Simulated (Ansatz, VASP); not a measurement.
# H: VASP beside Ansatz

The input INCAR:

```
ALGO     = Normal         # electronic algorithm
EDIFF    = 1E-8           # SCF threshold, eV
ENCUT    = 520            # plane-wave cutoff, eV
GGA      = PE             # functional
ISIF     = 2              # what is computed and relaxed
ISMEAR   = -1             # smearing method
LASPH    = T              # aspherical terms in the spheres
LCHARG   = F              # write CHGCAR
LEFG     = T            
LREAL    = F              # projectors in reciprocal space
LWAVE    = F              # write WAVECAR
NBANDS   = 10             # bands
NELM     = 100            # most SCF steps
PREC     = Accurate       # precision mode
SIGMA    = 0.01           # smearing width, eV
```

File KPOINTS:

```
k-points
0
Gamma
  8 8 5
```

The input POSCAR:

```
H
1.0
    3.7820008326      0.0000000000      0.0000000000
   -1.8910004163      3.2753087982      0.0000000000
    0.0000000000      0.0000000000      6.1670000000
H
4
Direct
    0.3333333333      0.6666666667      0.1230000000
    0.6666666667      0.3333333333      0.6230000000
    0.3333333333      0.6666666667      0.3770000000
    0.6666666667      0.3333333333      0.8770000000
```

Input for Ansatz:

```yaml
crystal:
  lattice:
    - [3.7820008326, 0.0, 0.0]
    - [-1.8910004163, 3.2753087982, 0.0]
    - [0.0, 0.0, 6.167]
  atoms:
    - { symbol: H, position: [0.3333333333, 0.6666666667, 0.123] }
    - { symbol: H, position: [0.6666666667, 0.3333333333, 0.623] }
    - { symbol: H, position: [0.3333333333, 0.6666666667, 0.377] }
    - { symbol: H, position: [0.6666666667, 0.3333333333, 0.877] }
kpoints:
  mp_grid: { grid: [8, 8, 5] }
  band_path:
    path:
      - [0.0, 0.0, 0.0]
      - [0.5, 0.0, 0.0]
      - [0.3333333333, 0.3333333333, 0.0]
      - [0.0, 0.0, 0.0]
      - [0.0, 0.0, 0.5]
      - [0.5, 0.0, 0.5]
      - [0.3333333333, 0.3333333333, 0.5]
      - [0.0, 0.0, 0.5]
      - [0.5, 0.0, 0.5]
    npoints: 8
scf:
  occupations: { method: fermi_dirac, width: 0.01 }
hamiltonian:
  xc: pbe
  pseudopotentials: { kind: paw }
output:
  forces: true
  stress: true
  eigenvalues: true
  efg: { contact_densities: true }
  populations: true
  bader: true
  dos: { projected: true, de: 0.2, e_range: [-14, 8] }
```

Alike in both runs: task electric field gradients; functional PBE; k mesh 8 × 8 × 5; occupations fermi-dirac, width 0.01 eV; no spin polarisation.

```csv
,VASP,Ansatz
version,VASP 6.6.1,Ansatz 0.2.0
potentials or method,"VASP PAW PBE potentials, release 64 (H)","PAW with Ansatz's default frozen-core files, scalar-relativistic"
plane-wave cutoff (eV),520,420
valence electrons in the cell,4,4
```

Ansatz gave:

* gap on the k mesh at the Fermi level (eV): 1.67
* pressure (GPa): -8.6
* traceless stress, the component that is largest in VASP (GPa): -16.41
* rms of the force components (eV/Å): 2.082
* size of Vzz on the site where it differs most (V/Å²): 2.1

Problem. Which values does VASP return?

Solution. gap on the k mesh at the Fermi level (eV): 1.67; pressure (GPa): -8.7; traceless stress, the component that is largest in VASP (GPa): -16.41; rms of the force components (eV/Å): 2.083; size of Vzz on the site where it differs most (V/Å²): 2.1.

Atom by atom the forces differ by 0.001 eV/Å (rms over components). The functional is the same, so the differences come from potentials, cutoffs and numerics.
